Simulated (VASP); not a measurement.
Crystal: Cd8H.

```
CELL_PARAMETERS angstrom
0.00000 4.49990 4.49990
4.49990 0.00000 4.49990
4.49990 4.49990 0.00000
ATOMIC_POSITIONS crystal
Cd 0.00000 0.00000 0.00000
Cd 0.00000 0.00000 0.50000
Cd 0.00000 0.50000 0.00000
Cd 0.00000 0.50000 0.50000
Cd 0.50000 0.00000 0.00000
Cd 0.50000 0.00000 0.50000
Cd 0.50000 0.50000 0.00000
Cd 0.50000 0.50000 0.50000
H 0.25000 0.25000 0.25000
```

* Program: VASP 6.6.1
* Task: relaxation of cell and atoms
* Functional: PBE
* Potentials or basis: VASP PAW PBE potentials, release 64 (Cd, H)
* Cutoff: 600 eV
* k mesh: 4 × 4 × 4
* Occupations: gaussian, width 0.1 eV
* Spin: no spin polarisation

At the start: pressure 1.9 GPa; volume 20.25 Å³/atom.

**Question.** How do energy, volume and symmetry change on relaxing?

**Answer.** Over 5 steps the energy falls by 6.5 meV/atom and the volume is 20.94 Å³/atom (+3.4 %); space group Fm-3m (No. 225, to 0.05 Å).

The path:
| step | energy change (eV) | largest force (eV/Å) | pressure (GPa) | volume (Å³) |
| --- | --- | --- | --- | --- |
| 1 | 0.0000 | 0.2603 | 1.86 | 182.24 |
| 2 | -0.0512 | 0.1299 | 0.08 | 188.51 |
| 3 | -0.0524 | 0.1085 | -0.20 | 189.70 |
| 4 | -0.0562 | 0.0719 | -0.13 | 189.25 |
| 5 | -0.0589 | 0.0065 | 0.02 | 188.49 |

Final structure:
```
Cd H
1.0
     0.00000    4.55076    4.55076
     4.55076    0.00000    4.55076
     4.55076    4.55076    0.00000
Cd H
8 1
Direct
  0.00000 0.00000 0.00000
  0.99654 0.99654 0.50346
  0.99654 0.50346 0.99654
  0.99654 0.50346 0.50346
  0.50346 0.99654 0.99654
  0.50346 0.99654 0.50346
  0.50346 0.50346 0.99654
  0.50000 0.50000 0.50000
  0.25000 0.25000 0.25000
```
